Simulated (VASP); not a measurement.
# Ta in VASP: relaxation of the atoms with PBEsol

Aim: the relaxation of the atoms of Ta with PBEsol.

Everything below comes from runs of VASP 6.6.1. Logs are shortened: lines on timing, memory, paths and dates and some standing lists are left out, and cuts for length are marked.

**1. The cell of the first run**

The cell holds a slab with vacuum, 8 atoms: a = 4.639 Å, b = 4.639 Å, c = 23.629 Å, α = 90.00°, β = 90.00°, γ = 120.00°.

**2. Relaxation of the atoms, PBEsol**

The input, INCAR:

```
PREC     = Accurate       # precision mode
ENCUT    = 520            # plane-wave cutoff, eV
EDIFF    = 1E-7           # SCF threshold, eV
ISMEAR   = 0              # smearing method
SIGMA    = 0.1            # smearing width, eV
LREAL    = F              # projectors in reciprocal space
LASPH    = T              # aspherical terms in the spheres
NELM     = 80             # most SCF steps
ALGO     = Fast           # electronic algorithm
ISIF     = 2              # what is computed and relaxed
LWAVE    = F              # write WAVECAR
LCHARG   = F              # write CHGCAR
LDIPOL   = T            
IDIPOL   = 3            
DIPOL    = 0.5 0.5 0.500
GGA      = PS             # functional
IBRION   = 2              # ionic algorithm
NSW      = 90             # ionic steps
EDIFFG   = -0.03          # ionic threshold
```

The input, KPOINTS:

```
regular mesh
0
Gamma
  6 6 1
```

The input, POSCAR:

```
Ta
1.0
    4.6393552034      0.0000000000      0.0000000000
   -2.3196776017      4.0177994633      0.0000000000
    0.0000000000      0.0000000000     23.6290309072
Ta
8
Selective dynamics
Direct
    0.6666666667      0.3333333333      0.3597269830  F F F
    0.3333333333      0.6666666667      0.3998049879  F F F
    0.0000000000      0.0000000000      0.4398829927  F F F
    0.6666666667      0.3333333333      0.4799609976  F F F
    0.3333333333      0.6666666667      0.5200390024  T T T
    0.0000000000      0.0000000000      0.5601170073  T T T
    0.6666666667      0.3333333333      0.6001950121  T T T
    0.3333333333      0.6666666667      0.6402730170  T T T
```

Potentials or basis: VASP PAW PBE potentials, release 64 (Ta_pv).

The run is started by

```sh
cat potpaw_PBE.64/Ta_pv/POTCAR > POTCAR
mpirun -np 1 vasp_std > vasp.out
```

OUTCAR:

```text
PREC = Accurate
   ENCUT = 520
   EDIFF = 1E-7
   ISMEAR = 0
   LREAL = F
   LASPH = T
   NELM = 80
   ISIF = 2
   GGA = PS
   IBRION = 2
   NSW = 90
   EDIFFG = -0.03

 ion  position               nearest neighbor table
   1  0.667  0.333  0.360-   2 2.84   2 2.84   2 2.84   4 2.84   3 3.28   3 3.28   3 3.28
   2  0.333  0.667  0.400-   5 2.84   3 2.84   3 2.84   3 2.84   1 2.84   1 2.84   1 2.84   4 3.28
                             4 3.28   4 3.28
   3  0.000  0.000  0.440-   2 2.84   2 2.84   2 2.84   4 2.84   4 2.84   4 2.84   6 2.84   5 3.28
                             1 3.28   5 3.28   1 3.28   1 3.28   5 3.28
   4  0.667  0.333  0.480-   7 2.84   5 2.84   5 2.84   5 2.84   3 2.84   3 2.84   3 2.84   1 2.84
                             2 3.28   6 3.28   2 3.28   6 3.28   6 3.28   2 3.28
   5  0.333  0.667  0.520-   2 2.84   4 2.84   4 2.84   4 2.84   6 2.84   6 2.84   6 2.84   8 2.84
                             7 3.28   3 3.28   7 3.28   3 3.28   3 3.28   7 3.28
   6  0.000  0.000  0.560-   7 2.84   7 2.84   7 2.84   5 2.84   5 2.84   5 2.84   3 2.84   4 3.28
                             8 3.28   8 3.28   4 3.28   4 3.28   8 3.28
   7  0.667  0.333  0.600-   4 2.84   6 2.84   6 2.84   6 2.84   8 2.84   8 2.84   8 2.84   5 3.28
                             5 3.28   5 3.28
   8  0.333  0.667  0.640-   7 2.84   7 2.84   7 2.84   5 2.84   6 3.28   6 3.28   6 3.28

  LATTYP: Found a hexagonal cell.
 ALAT       =     4.6393552034
 C/A-ratio  =     5.0931713290

  Lattice vectors:

 A1 = (   4.6393552034,   0.0000000000,   0.0000000000)
 A2 = (  -2.3196776017,   4.0177994633,   0.0000000000)
 A3 = (   0.0000000000,   0.0000000000,  23.6290309072)

Analysis of symmetry for initial positions (statically):
=====================================================================
 Subroutine PRICEL returns:
 Original cell was already a primitive cell.

 Routine SETGRP: Setting up the symmetry group for a
 hexagonal supercell.

 Subroutine GETGRP returns: Found 12 space group operations
 (whereof 12 operations were pure point group operations)
 out of a pool of 24 trial point group operations.

The static configuration has the point symmetry D_3d.

Analysis of symmetry for dynamics (positions and initial velocities):
=====================================================================
 Subroutine PRICEL returns:
 Original cell was already a primitive cell.

 Routine SETGRP: Setting up the symmetry group for a
 hexagonal supercell.

 Subroutine GETGRP returns: Found 12 space group operations
 (whereof 12 operations were pure point group operations)
 out of a pool of 24 trial point group operations.

The dynamic configuration has the point symmetry D_3d.

Analysis of constrained symmetry for selective dynamics:
=====================================================================
 Subroutine PRICEL returns:
 Original cell was already a primitive cell.

 Routine SETGRP: Setting up the symmetry group for a
 hexagonal supercell.

 Subroutine GETGRP returns: Found  6 space group operations
 (whereof  6 operations were pure point group operations)
 out of a pool of 24 trial point group operations.

The constrained configuration has the point symmetry C_3v.

 Subroutine INISYM returns: Found  6 space group operations
 (whereof  6 operations are pure point group operations),
 and found     1 'primitive' translations

----------------------------------------------------------------------------------------

                                     Primitive cell

  volume of cell :     440.4451

  direct lattice vectors                    reciprocal lattice vectors
     4.639355203  0.000000000  0.000000000     0.215547195  0.124446231  0.000000000
    -2.319677602  4.017799463  0.000000000     0.000000000  0.248892462  0.000000000
     0.000000000  0.000000000 23.629030907     0.000000000  0.000000000  0.042320822

  length of vectors
     4.639355203  4.639355203 23.629030907     0.248892462  0.248892462  0.042320822

  position of ions in fractional coordinates (direct lattice)
[... 50 lines left out ...]
  0.333333  0.000000  0.000000      6.000000
  0.500000  0.000000  0.000000      3.000000
  0.166667  0.166667  0.000000      6.000000
  0.333333  0.166667  0.000000     12.000000
  0.333333  0.333333  0.000000      2.000000
   k-points           NKPTS =      7   k-points in BZ     NKDIM =      7   number of bands    NBANDS=     52
   number of dos      NEDOS =    301   number of ions     NIONS =      8
   total plane-waves  NPLWV = 233280
   dimension x,y,z NGX =    36 NGY =   36 NGZ =  180
   dimension x,y,z NGXF=    72 NGYF=   72 NGZF=  360
   ions per type =               8
   NGX,Y,Z   is equivalent  to a cutoff of  12.90, 12.90, 12.66 a.u.
   NGXF,Y,Z  is equivalent  to a cutoff of  25.80, 25.80, 25.33 a.u.
 SYSTEM =  unknown system
   PREC   = accura    normal or accurate (medium, high low for compatibility)
   ISTART =      0    job   : 0-new  1-cont  2-samecut
   ICHARG =      2    charge: 1-file 2-atom 10-const
   ISPIN  =      1    spin polarized calculation?
   LNONCOLLINEAR =      F non collinear calculations
   LSORBIT =      F    spin-orbit coupling
   LASPH  =      T    aspherical Exc in radial PAW
   ENCUT  =  520.0 eV  38.22 Ry    6.18 a.u.   8.63  8.63 43.93*2*pi/ulx,y,z
   NELM   =     80;   NELMIN=  2; NELMDL= -5     # of ELM steps
   EDIFF  = 0.1E-06   stopping-criterion for ELM
   LREAL  =      F    real-space projection
   EDIFFG = -.3E-01   stopping-criterion for IOM
   NSW    =     90    number of steps for IOM
   IBRION =      2    ionic relax: 0-MD 1-quasi-New 2-CG
   NFREE  =      1    steps in history (QN), initial steepest desc. (CG)
   ISIF   =      2    stress and relaxation
   ISYM   =      2    0-nonsym 1-usesym 2-fastsym
   POTIM  = 0.5000    time-step for ionic-motion
   TEBEG  =    0.0;   TEEND  =   0.0 temperature during run
   PSTRESS=    0.0 pullay stress
   NELECT =      88.0000    total number of electrons
   NUPDOWN=      -1.0000    fix difference up-down
   EMIN   =  10.00;   EMAX   =-10.00  energy-range for DOS
   EFERMI =   0.00;   METHOD = LEGACY
   ISMEAR =     0;   SIGMA  =   0.10  broadening in eV -4-tet -1-fermi 0-gaus
   EFERMI_NEDOS =   21; number of points for ismear=-14 and -15
   IALGO  =     68    algorithm
   IMIX   =      4    mixing-type and parameters
     AMIX     =   0.40;   BMIX     =  1.00
     AMIX_MAG =   1.60;   BMIX_MAG =  1.00
  volume/ion in A,a.u.               =      55.06       371.53
  Fermi-wavevector in a.u.,A,eV,Ry     =   0.957058  1.808578 12.462404  0.915961
  Thomas-Fermi vector in A             =   2.086042
   LORBIT       =      0    0 simple, 1 ext, 2 COOP (PROOUT), +10 PAW based schemes
   GGA     = PS    functional components
   LHFCALC =     F    Hartree Fock is set to
   AEXX    =    0.0000 exact exchange contribution
   IVDW    =     0    specifies the selected vdW correction
   LEPSILON=     F    determine dielectric tensor
   LRPA    =     F    only Hartree local field effects (RPA)
 conjugate gradient relaxation of ions
 non-spin polarized calculation
 RMM-DIIS sequential band-by-band and
 Gauss-broadening in eV      SIGMA  =   0.10
  energy-cutoff  :      520.00
  volume of cell :      440.45
 maximum number of plane-waves:     11925
 NGX is ok and might be reduce to    36
   NGX = 17   NGY = 17   NGZ = 87

--------------------------------------- Ionic step        1  -------------------------------------------

 number of electron      88.0000010 magnetization

 Free energy of the ion-electron system (eV)
  ---------------------------------------------------
  ext. energy  EPLUGINS =         0.00000000
  ---------------------------------------------------
  free energy    TOTEN  =       -92.57981589 eV

  energy without entropy =      -92.53114419  energy(sigma->0) =      -92.55548004

------------------------ aborting loop because EDIFF is reached ----------------------------------------

 vacuum level on the upper side and lower side of the slab       (xc-potential included)        -0.096        -0.098

  FORCE on cell =-STRESS in cart. coord.  units (eV):
  Direction    XX          YY          ZZ          XY          YZ          ZX
  --------------------------------------------------------------------------------------
  -------------------------------------------------------------------------------------
  Total      -10.3875155    -10.3875155    -10.9946421      0.0000000     -0.0000000      0.0000000
  in kB      -37.7859612    -37.7859612    -39.9944646      0.0000000     -0.0000000      0.0000000
  external PRESSURE =     -38.5221290 kB  Pullay stress =       0.0000000 kB
[... 107 lines left out ...]
  FREE ENERGIE OF THE ION-ELECTRON SYSTEM (eV)
  ---------------------------------------------------
  free  energy   TOTEN  =       -92.9340325502 eV

  energy  without entropy=      -92.8861267974  energy(sigma->0) =      -92.91007967

 dipolmoment           0.000000      0.000000     -0.009259 electrons x Angstroem

[... ionic steps 4 to 8 ...]

--------------------------------------- Ionic step        9  -------------------------------------------

 number of electron      88.0000012 magnetization

------------------------ aborting loop because EDIFF is reached ----------------------------------------
[... 79 lines left out ...]
--------------------------------------- Ionic step       11  -------------------------------------------

 number of electron      88.0000011 magnetization

 dipolmoment           0.000000      0.000000      0.046676 electrons x Angstroem

 Free energy of the ion-electron system (eV)
  ---------------------------------------------------
  ext. energy  EPLUGINS =         0.00000000
  ---------------------------------------------------
  free energy    TOTEN  =       -93.02359108 eV

  energy without entropy =      -92.97787617  energy(sigma->0) =      -93.00073363

 E-fermi :  -0.5914     XC(G=0):  -5.0625

 val. band max:       -0.6002299655   @ k =   0.3333   0.3333   0.0000
 cond. band min:      -0.5368295899   @ k =   0.3333   0.0000   0.0000
 fundamental gap:      0.0634003756
 Fermi energy:        -0.5914352333

 k-point     1 :       0.0000    0.0000    0.0000
  band No.  band energies     occupation
      1     -35.2100      2.00000
      2     -35.0477      2.00000
      3     -34.9847      2.00000
      4     -34.9847      2.00000
      5     -34.8309      2.00000
      6     -34.8309      2.00000
[... 374 lines left out ...]
     51       0.7420      0.00000
     52       1.0360      0.00000

------------------------ aborting loop because EDIFF is reached ----------------------------------------

 vacuum level on the upper side and lower side of the slab       (xc-potential included)         0.216        -0.228

  FORCE on cell =-STRESS in cart. coord.  units (eV):
  Direction    XX          YY          ZZ          XY          YZ          ZX
  --------------------------------------------------------------------------------------
  -------------------------------------------------------------------------------------
  Total       -6.8253831     -6.8253831     -4.5285961     -0.0000000      0.0000000      0.0000000
  in kB      -24.8282336    -24.8282336    -16.4733673     -0.0000000      0.0000000      0.0000000
  external PRESSURE =     -22.0432782 kB  Pullay stress =       0.0000000 kB
[... 23 lines left out ...]
  FREE ENERGIE OF THE ION-ELECTRON SYSTEM (eV)
  ---------------------------------------------------
  free  energy   TOTEN  =       -93.0235910847 eV

  energy  without entropy=      -92.9778761723  energy(sigma->0) =      -93.00073363

 reached required accuracy - stopping structural energy minimisation

 vacuum level on the upper side and lower side of the slab         3.304         2.851
```

Wall time 71 min (1 thread of Oxide Virtual Turin-like, shared host); peak memory 0.58 GiB.

Results:

```yaml
Free_energy: -93.0236 eV
Energy_gained_by_relaxing: 55.5 meV/atom
Ionic_steps: 11
Band_gap_on_the_k_mesh: zero (bands 44 and 45 overlap by 0.41 eV)
```

Step by step:
| step | energy change (eV) | largest force on free atoms (eV/Å) | pressure (GPa) |
| --- | --- | --- | --- |
| 1 | 0.0000 | 2.2174 | -3.85 |
| 2 | -0.2453 | 1.3944 | -3.48 |
| 3 | -0.3542 | 1.2267 | -2.87 |
| 4 | -0.3548 | 1.1281 | -2.93 |
| 5 | -0.4106 | 0.4282 | -2.81 |
| 6 | -0.4200 | 0.4084 | -2.71 |
| 7 | -0.4319 | 0.2700 | -2.57 |
| 8 | -0.4404 | 0.2265 | -2.33 |
| 9 | -0.4436 | 0.0515 | -2.23 |
| 10 | -0.4438 | 0.0301 | -2.20 |
| 11 | -0.4438 | 0.0245 | -2.20 |

Final structure:
```
CELL_PARAMETERS angstrom
4.63936 0.00000 0.00000
-2.31968 4.01780 0.00000
0.00000 0.00000 23.62903
ATOMIC_POSITIONS crystal
Ta 0.66667 0.33333 0.35973
Ta 0.33333 0.66667 0.39981
Ta 0.00000 0.00000 0.43988
Ta 0.66667 0.33333 0.47996
Ta 0.33333 0.66667 0.51579
Ta 0.00000 0.00000 0.56304
Ta 0.66667 0.33333 0.59775
Ta 0.33333 0.66667 0.62600
```

Levels at points of the mesh, in eV from the Fermi level:
| k point | band 40 | band 41 | band 42 | band 43 | band 44 | band 45 | band 46 | band 47 | band 48 | band 49 |
| --- | --- | --- | --- | --- | --- | --- | --- | --- | --- | --- |
| (0.00, 0.00, 0.00) | -0.99 | -0.64 | -0.64 | -0.25 | -0.23 | -0.23 | 0.09 | 0.35 | 0.35 | 0.74 |
| (0.50, 0.00, 0.00) | -0.98 | -0.76 | -0.67 | -0.64 | -0.36 | -0.35 | 0.37 | 0.74 | 0.76 | 1.22 |

Caveat: the PAW data sets were made with another functional, which shifts forces and pressure a little; spin-orbit coupling is left out, which moves the levels of the heavy elements.
